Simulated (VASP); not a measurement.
# HgTe (I-4m2) in VASP: single point with LDA

Aim: the single point of HgTe with LDA.

All numbers are computed with VASP 6.6.1; they aren't measurements. Logs are shortened: lines on timing, memory, paths and dates and some standing lists are left out, and cuts for length are marked.

## (1) The cell of the first run

The structure is tetragonal, space group I-4m2 (No. 119). The conventional cell has a = 6.091 Å, b = 6.091 Å, c = 3.119 Å, α = 90.00°, β = 90.00°, γ = 90.00°. Hg (site symmetry -4m2) has 2 Hg at 3.12 Å and 8 Te at 3.14 to 3.84 Å within 4.1 Å. Within 4.1 Å of Te (site symmetry -4m2) lie 2 Te at 3.12 Å and 8 Hg at 3.14 to 3.84 Å.

## (2) Single point, LDA

INCAR

```
SYSTEM = HgTe
  PREC = Accurate
  ENCUT = 520
  EDIFF = 1E-7
  ISMEAR = 0
  SIGMA = 0.15
  LREAL = .False.
  LASPH = .True.
  NELM = 60
  ALGO = Normal
  ISIF = 2
  LWAVE = .False.
  LCHARG = .False.
  GGA = CA
  NBANDS = 16
```

KPOINTS

```
Automatic mesh
0
Gamma
  18 18 18
  0 0 0
```

POSCAR

```
HgTe
1.0
   -3.0456030000      3.0456030000      1.5594100000
    3.0456030000     -3.0456030000      1.5594100000
    3.0456030000      3.0456030000     -1.5594100000
Hg Te
1 1
Direct
    0.2500000000      0.7500000000      0.5000000000
    0.0000000000      0.0000000000      0.0000000000
```

Potentials or basis: VASP PAW LDA potentials, release 64 (Hg, Te).

On the command line:

```console
$ cat potpaw_LDA.64/Hg/POTCAR potpaw_LDA.64/Te/POTCAR > POTCAR
$ mpirun -np 1 vasp_std > vasp.out
```

OUTCAR:

```text
SYSTEM = HgTe
   PREC = Accurate
   ENCUT = 520
   EDIFF = 1E-7
   ISMEAR = 0
   LREAL = .False.
   LASPH = .True.
   NELM = 60
   ISIF = 2
   GGA = CA

 ion  position               nearest neighbor table
   1  0.250  0.750  0.500-   2 3.14   2 3.14   2 3.14   2 3.14
   2  0.000  0.000  0.000-   1 3.14   1 3.14   1 3.14   1 3.14

  LATTYP: Found a body centered tetragonal cell.
 ALAT       =     6.0912060000
 C/A-ratio  =     0.5120201156

  Lattice vectors:

 A1 = (  -3.0456030000,   3.0456030000,   1.5594100000)
 A2 = (   3.0456030000,  -3.0456030000,   1.5594100000)
 A3 = (   3.0456030000,   3.0456030000,  -1.5594100000)

Analysis of symmetry for initial positions (statically):
=====================================================================
 Subroutine PRICEL returns:
 Original cell was already a primitive cell.

 Routine SETGRP: Setting up the symmetry group for a
 body centered tetragonal supercell.

 Subroutine GETGRP returns: Found  8 space group operations
 (whereof  8 operations were pure point group operations)
 out of a pool of 16 trial point group operations.

The static configuration has the point symmetry D_2d.

Analysis of symmetry for dynamics (positions and initial velocities):
=====================================================================
 Subroutine PRICEL returns:
 Original cell was already a primitive cell.

 Routine SETGRP: Setting up the symmetry group for a
 body centered tetragonal supercell.

 Subroutine GETGRP returns: Found  8 space group operations
 (whereof  8 operations were pure point group operations)
 out of a pool of 16 trial point group operations.

The dynamic configuration has the point symmetry D_2d.

 Subroutine INISYM returns: Found  8 space group operations
 (whereof  8 operations are pure point group operations),
 and found     1 'primitive' translations

----------------------------------------------------------------------------------------

                                     Primitive cell

  volume of cell :      57.8585

  direct lattice vectors                    reciprocal lattice vectors
    -3.045603000  3.045603000  1.559410000     0.000000000  0.164171102  0.320634086
     3.045603000 -3.045603000  1.559410000     0.164171102  0.000000000  0.320634086
     3.045603000  3.045603000 -1.559410000     0.164171102  0.164171102  0.000000000

  length of vectors
     4.580737366  4.580737366  4.580737366     0.360219888  0.360219888  0.232172999

  position of ions in fractional coordinates (direct lattice)
     0.250000000  0.750000000  0.500000000
     0.000000000  0.000000000  0.000000000

  ion indices of the primitive-cell ions
   primitive index   ion index
                 1           1
                 2           2

----------------------------------------------------------------------------------------

 KPOINTS: Automatic mesh

Automatic generation of k-mesh.
 Grid dimensions read from file:
 generate k-points for:   18   18   18

 Generating k-lattice:

  Cartesian coordinates                     Fractional coordinates (reciprocal lattice)
     0.000000000  0.009120617  0.017813005     0.055555556  0.000000000  0.000000000
     0.009120617  0.000000000  0.017813005     0.000000000  0.055555556  0.000000000
     0.009120617  0.009120617  0.000000000     0.000000000  0.000000000  0.055555556

  Length of vectors
     0.020012216  0.020012216  0.012898500

  Shift w.r.t. Gamma in fractional coordinates (k-lattice)
     0.000000000  0.000000000  0.000000000

 Subroutine IBZKPT returns following result:
 ===========================================

 Found    480 irreducible k-points:

 Following reciprocal coordinates:
            Coordinates               Weight
  0.000000  0.000000  0.000000      1.000000
  0.055556  0.000000 -0.000000      8.000000
  0.111111  0.000000 -0.000000      8.000000
  0.166667  0.000000 -0.000000      8.000000
  0.222222  0.000000 -0.000000      8.000000
  0.277778  0.000000 -0.000000      8.000000
[... 16 lines left out ...]
 -0.277778  0.055556 -0.000000     16.000000
 -0.222222  0.055556  0.000000     16.000000
 [... further k-points ...]
   k-points           NKPTS =    480   k-points in BZ     NKDIM =    480   number of bands    NBANDS=     16
   number of dos      NEDOS =    301   number of ions     NIONS =      2
   total plane-waves  NPLWV =  46656
   dimension x,y,z NGX =    36 NGY =   36 NGZ =   36
   dimension x,y,z NGXF=    72 NGYF=   72 NGZF=   72
   ions per type =               1   1
   NGX,Y,Z   is equivalent  to a cutoff of  13.07, 13.07, 13.07 a.u.
   NGXF,Y,Z  is equivalent  to a cutoff of  26.13, 26.13, 26.13 a.u.
 SYSTEM =  HgTe
   PREC   = accura    normal or accurate (medium, high low for compatibility)
   ISTART =      0    job   : 0-new  1-cont  2-samecut
   ICHARG =      2    charge: 1-file 2-atom 10-const
   ISPIN  =      1    spin polarized calculation?
   LNONCOLLINEAR =      F non collinear calculations
   LSORBIT =      F    spin-orbit coupling
   LASPH  =      T    aspherical Exc in radial PAW
   ENCUT  =  520.0 eV  38.22 Ry    6.18 a.u.   8.52  8.52  8.52*2*pi/ulx,y,z
   NELM   =     60;   NELMIN=  2; NELMDL= -5     # of ELM steps
   EDIFF  = 0.1E-06   stopping-criterion for ELM
   LREAL  =      F    real-space projection
   EDIFFG = 0.1E-05   stopping-criterion for IOM
   NSW    =      0    number of steps for IOM
   IBRION =     -1    ionic relax: 0-MD 1-quasi-New 2-CG
   NFREE  =      0    steps in history (QN), initial steepest desc. (CG)
   ISIF   =      2    stress and relaxation
   ISYM   =      2    0-nonsym 1-usesym 2-fastsym
   POTIM  = 0.5000    time-step for ionic-motion
   TEBEG  =    0.0;   TEEND  =   0.0 temperature during run
   PSTRESS=    0.0 pullay stress
   NELECT =      18.0000    total number of electrons
   NUPDOWN=      -1.0000    fix difference up-down
   EMIN   =  10.00;   EMAX   =-10.00  energy-range for DOS
   EFERMI =   0.00;   METHOD = LEGACY
   ISMEAR =     0;   SIGMA  =   0.15  broadening in eV -4-tet -1-fermi 0-gaus
   EFERMI_NEDOS =   21; number of points for ismear=-14 and -15
   IALGO  =     38    algorithm
   IMIX   =      4    mixing-type and parameters
     AMIX     =   0.40;   BMIX     =  1.00
     AMIX_MAG =   1.60;   BMIX_MAG =  1.00
  volume/ion in A,a.u.               =      28.93       195.22
  Fermi-wavevector in a.u.,A,eV,Ry     =   1.109286  2.096246 16.742166  1.230515
  Thomas-Fermi vector in A             =   2.245823
   LORBIT       =      0    0 simple, 1 ext, 2 COOP (PROOUT), +10 PAW based schemes
   GGA     = CA    functional components
   LHFCALC =     F    Hartree Fock is set to
   AEXX    =    0.0000 exact exchange contribution
   IVDW    =     0    specifies the selected vdW correction
   LEPSILON=     F    determine dielectric tensor
   LRPA    =     F    only Hartree local field effects (RPA)
 non-spin polarized calculation
 Gauss-broadening in eV      SIGMA  =   0.15
  energy-cutoff  :      520.00
  volume of cell :       57.86
 maximum number of plane-waves:      1586
 NGX is ok and might be reduce to    36
   NGX = 17   NGY = 17   NGZ = 17

 number of electron      18.0000002 magnetization

 Free energy of the ion-electron system (eV)
  ---------------------------------------------------
  ext. energy  EPLUGINS =         0.00000000
  ---------------------------------------------------
  free energy    TOTEN  =        -4.71666967 eV

  energy without entropy =       -4.70796487  energy(sigma->0) =       -4.71231727

 E-fermi :   4.3067     XC(G=0): -10.0934

 val. band max:        4.2963145991   @ k =  -0.2778   0.2778   0.0556
 cond. band min:       4.3124988889   @ k =  -0.1667   0.1667   0.1667
 fundamental gap:      0.0161842899
 Fermi energy:         4.3066778771

 k-point     1 :       0.0000    0.0000    0.0000
  band No.  band energies     occupation
      1      -8.2612      2.00000
      2      -3.1462      2.00000
      3      -2.4363      2.00000
      4      -2.3602      2.00000
      5      -1.9193      2.00000
      6      -1.9193      2.00000
[... 8 lines left out ...]
     15      14.2917      0.00000
     16      15.3313      0.00000

 k-point     2 :       0.0556    0.0000   -0.0000
  band No.  band energies     occupation
      1      -8.2122      2.00000
      2      -3.0989      2.00000
      3      -2.4296      2.00000
      4      -2.3642      2.00000
      5      -1.9462      2.00000
      6      -1.9458      2.00000
[... 8 lines left out ...]
     15      14.3460      0.00000
     16      15.3597      0.00000

 k-point     3 :       0.1111    0.0000   -0.0000
  band No.  band energies     occupation
      1      -8.0666      2.00000
      2      -2.9615      2.00000
      3      -2.4108      2.00000
      4      -2.3756      2.00000
      5      -2.0213      2.00000
      6      -2.0182      2.00000
[... 8 lines left out ...]
     15      14.4192      0.00000
     16      14.4608      0.00000

 k-point     4 :       0.1667    0.0000   -0.0000
  band No.  band energies     occupation
      1      -7.8290      2.00000
      2      -2.7490      2.00000
      3      -2.3926      2.00000
      4      -2.3849      2.00000
      5      -2.1277      2.00000
      6      -2.1184      2.00000
[... 8 lines left out ...]
     15      13.7332      0.00000
     16      13.8639      0.00000
[... 324 lines left out ...]
 k-point    22 :      -0.3333    0.0556    0.0000
  band No.  band energies     occupation
      1      -7.0680      2.00000
      2      -2.4701      2.00000
      3      -2.4483      2.00000
      4      -2.3151      2.00000
      5      -2.2282      2.00000
      6      -2.2187      2.00000
[... 8 lines left out ...]
     15      13.0093      0.00000
     16      13.9802      0.00000

 k-point    23 :      -0.2778    0.0556   -0.0000
  band No.  band energies     occupation
      1      -7.4572      2.00000
      2      -2.5118      2.00000
      3      -2.4250      2.00000
      4      -2.3803      2.00000
      5      -2.2244      2.00000
      6      -2.2038      2.00000
[... 8 lines left out ...]
     15      13.5471      0.00000
     16      13.6205      0.00000

 k-point    24 :      -0.2222    0.0556    0.0000
  band No.  band energies     occupation
      1      -7.7835      2.00000
      2      -2.7517      2.00000
      3      -2.4264      2.00000
      4      -2.3846      2.00000
      5      -2.1237      2.00000
      6      -2.1066      2.00000
[... 8 lines left out ...]
     15      13.7001      0.00000
     16      14.2836      0.00000

 [... further k-points ...]
[... 5 lines left out ...]
  --------------------------------------------------------------------------------------
  -------------------------------------------------------------------------------------
  Total       -1.8185789     -1.8185789     -1.6421313      0.0000000      0.0000000      0.0000000
  in kB      -50.3588550    -50.3588550    -45.4727869      0.0000000      0.0000000      0.0000000
  external PRESSURE =     -48.7301656 kB  Pullay stress =       0.0000000 kB

 VOLUME and BASIS-vectors are now :
 -----------------------------------------------------------------------------
  energy-cutoff  :      520.00
  volume of cell :       57.86
      direct lattice vectors                 reciprocal lattice vectors
    -3.045603000  3.045603000  1.559410000     0.000000000  0.164171102  0.320634086
     3.045603000 -3.045603000  1.559410000     0.164171102  0.000000000  0.320634086
     3.045603000  3.045603000 -1.559410000     0.164171102  0.164171102  0.000000000

 POSITION                                       TOTAL-FORCE (eV/Angst)
 -----------------------------------------------------------------------------------
      3.04560      0.00000      0.77970        -0.000000     -0.000000     -0.000000
      0.00000      0.00000      0.00000         0.000000      0.000000      0.000000
 -----------------------------------------------------------------------------------
    total drift:                                0.000000     -0.000000     -0.000000

  FREE ENERGIE OF THE ION-ELECTRON SYSTEM (eV)
  ---------------------------------------------------
  free  energy   TOTEN  =        -4.7166696734 eV

  energy  without entropy=       -4.7079648673  energy(sigma->0) =       -4.71231727
```

Run time: 6.4 min. Hardware: 1 thread of Intel Xeon Platinum 8488C (Sapphire Rapids), shared host; peak memory 0.55 GiB.

Results:

* Free energy: -4.7167 eV
* Pressure: -4.9 GPa
* Band gap on the k mesh: zero (bands 9 and 10 overlap by 3.89 eV)

Stress tensor (GPa, compression positive):
```
-5.04  0.00  0.00
 0.00 -5.04  0.00
 0.00  0.00 -4.55
```

Caveat: the cell stands under tension; spin-orbit coupling is left out, which moves the levels of the heavy elements.
